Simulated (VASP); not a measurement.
A run of VASP 6.6.1 is set up as follows.

The input POSCAR:

```
Ag2Sn2Au
1.0
    0.0000000000      4.4653330000      0.0000000000
    4.4653330000      0.0000000000      0.0000000000
    2.2326670000      2.2326670000     -5.6079610000
Au Sn Ag
1 2 2
Direct
    0.0000000000      0.0000000000      0.0000000000
    0.3810000000      0.3810000000      0.2380000000
    0.6190000000      0.6190000000      0.7620000000
    0.7500000000      0.2500000000      0.5000000000
    0.2500000000      0.7500000000      0.5000000000
```

INCAR.step1

```
SYSTEM = Ag2Sn2Au
ALGO = Normal
EDIFF = 1E-4
ENCUT = 520
GGA = PE
ISMEAR = -1
LASPH = .TRUE.
LCHARG = .FALSE.
LREAL = .FALSE.
LWAVE = .TRUE.
NBANDS = 38
NELM = 100
PREC = Accurate
SIGMA = 0.0682
```

Contents of INCAR.step2:

```
SYSTEM = Ag2Sn2Au
ALGO = Normal
EDIFF = 1E-6
ENCUT = 520
ISIF = 2
ISMEAR = -1
ISTART = 1
LASPH = .TRUE.
LCHARG = .FALSE.
LMIXTAU = .TRUE.
LREAL = .FALSE.
LWAVE = .FALSE.
METAGGA = R2SCAN
NBANDS = 38
NELM = 100
PREC = Accurate
SIGMA = 0.0682
```

Contents of KPOINTS:

```
k-points
0
G
  8 8 8
  0 0 0
```

Potentials or basis: VASP PAW PBE potentials, release 64 (Au, Sn_d, Ag).

Command:

```bash
$ cat potpaw_PBE.64/Au/POTCAR potpaw_PBE.64/Sn_d/POTCAR potpaw_PBE.64/Ag/POTCAR > POTCAR
$ cp INCAR.step1 INCAR
$ mpirun -np 1 vasp_std > vasp.out
$ cp INCAR.step2 INCAR
$ mpirun -np 1 vasp_std > vasp.out
```

Task: Predict the pressure.

Result: 4.9 GPa.

Task: Predict the largest force.

Result: 0.624 eV/Å.

Stress tensor (GPa, compression positive):
```
3.24 0.00 0.00
0.00 3.24 0.00
0.00 0.00 8.34
```

Caveat: the PAW data sets were made with another functional, which shifts forces and pressure a little.
